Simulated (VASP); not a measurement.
Here is a VASP 6.6.1 calculation.

INCAR

```
  PREC = Accurate
  ENCUT = 600
  EDIFF = 1E-6
  ISMEAR = 0
  SIGMA = 0.01
  LREAL = F
  LASPH = T
  NELM = 120
  ALGO = Normal
  ISIF = 2
  LWAVE = F
  LCHARG = F
  GGA = PS
  NBANDS = 14
  GGA_COMPAT = F
```

The input KPOINTS:

```
Automatic mesh
0
Gamma
  6 6 6
```

POSCAR

```
NaF
1.0
    0.0000000000      2.5312613679      2.5312613679
    2.5312613679      0.0000000000      2.5312613679
    2.5312613679      2.5312613679      0.0000000000
Na F
1 1
Direct
    0.0000000000      0.0000000000      0.0000000000
    0.2500000000      0.2500000000      0.2500000000
```

Potentials or basis: VASP PAW PBE potentials, release 64 (Na_pv, F).

The run is started by

```bash
$ cat potpaw_PBE.64/Na_pv/POTCAR potpaw_PBE.64/F/POTCAR > POTCAR
$ mpirun -np 1 vasp_std > vasp.out
```

Task: Estimate the band gap on the k mesh.

Result: 5.56 eV, direct.

Task: Estimate the pressure.

Result: 0.6 GPa.

Caveat: the PAW data sets were made with another functional, which shifts forces and pressure a little.
